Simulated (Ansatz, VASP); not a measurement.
## GaAs in VASP and in Ansatz

```
CELL_PARAMETERS angstrom
0.00000 2.83308 2.83308
2.83308 0.00000 2.83308
2.83308 2.83308 0.00000
ATOMIC_POSITIONS crystal
Ga 0.00000 0.00000 0.00000
As 0.25000 0.25000 0.25000
```

Alike in both runs: task single point; functional PBE; k mesh 8 × 8 × 8; occupations fermi-dirac, width 0.02 eV; no spin polarisation.

```csv
,VASP,Ansatz
version,VASP 6.6.1,Ansatz 0.2.0
potentials or method,"VASP PAW PBE potentials, release 64 (Ga_d, As_d)","plane waves, PAW"
plane-wave cutoff (eV),510,420
valence electrons in the cell,28,28
```

Ansatz gave:

| Property | Result |
| --- | --- |
| pressure (GPa) | 2.8 |

Which values does VASP return?

Pressure (GPa): 2.7.

With one functional, cell and mesh, what is left measures potentials, basis and numerics.
